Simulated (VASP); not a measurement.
Crystal: CoO.

```
Co O
1.0
     3.19765    0.00000    0.00000
    -1.59882    2.76924    0.00000
     0.00000    0.00000    5.22871
Co O
2 2
Cartesian
  0.0000 1.8462 2.6319
  0.0000 0.0000 0.0182
  0.0000 1.8462 4.5571
  0.0000 0.0000 1.9430
```

```yaml
Program: VASP 6.6.1
Task: relaxation of cell and atoms
Functional: PBEsol
Potentials_or_basis: VASP PAW PBE potentials, release 64 (Co, O)
Cutoff: 600 eV
k_mesh: 10 × 10 × 5
Occupations: fermi-dirac, width 0.05 eV
Spin: collinear spin, ferromagnetic start
Starting_moments: "[2.0, 2.0, 0.0, 0.0] μB"
```

At the start: pressure -7.7 GPa; volume 11.58 Å³/atom.

**Question.** How do energy, volume and symmetry change on relaxing?

**Answer.** Over 41 steps the energy falls by 43.5 meV/atom and the volume is 9.92 Å³/atom (-14.3 %); space group P6_3mc (No. 186, to 0.1 Å) before and after; moment 3.64 μB per cell.

The path:
```tsv
step	energy change (eV)	largest force (eV/Å)	pressure (GPa)	volume (Å³)
1	0.0000	0.2640	-7.72	46.30
3	-0.0946	0.0188	0.27	42.77
5	-0.0963	0.0714	-0.13	42.83
7	-0.1000	0.0306	-0.74	42.68
9	-0.1323	0.1838	-4.33	41.95
11	-0.1358	0.2754	-4.08	41.71
13	-0.1368	0.2850	-4.06	41.65
15	-0.1400	0.3404	-3.83	41.43
17	-0.1403	0.3788	-3.81	41.34
19	-0.1460	0.3416	-3.52	41.20
21	-0.1654	0.1721	-2.02	40.55
23	-0.1736	0.0403	-0.09	39.79
25	-0.1736	0.0264	-0.06	39.81
27	-0.1737	0.0180	0.01	39.78
29	-0.1737	0.0055	0.09	39.75
31	-0.1739	0.0095	0.02	39.70
33	-0.1740	0.0212	0.05	39.66
35	-0.1739	0.0160	0.05	39.68
37	-0.1739	0.0151	-0.14	39.69
39	-0.1740	0.0074	-0.01	39.68
41	-0.1740	0.0050	0.04	39.67
```

Final structure:
```yaml
crystal:
  lattice:
    - [2.86645, 0.00000, 0.00000]
    - [-1.43323, 2.48242, 0.00000]
    - [0.00000, 0.00000, 5.57447]
  atoms:
    - { symbol: Co, position: [0.33333, 0.66667, 0.52063] }
    - { symbol: Co, position: [0.00000, 0.00000, 0.01996] }
    - { symbol: O, position: [0.33333, 0.66667, 0.85519] }
    - { symbol: O, position: [0.00000, 0.00000, 0.35422] }
```

Caveat: the PAW data sets were made with another functional, which shifts forces and pressure a little.
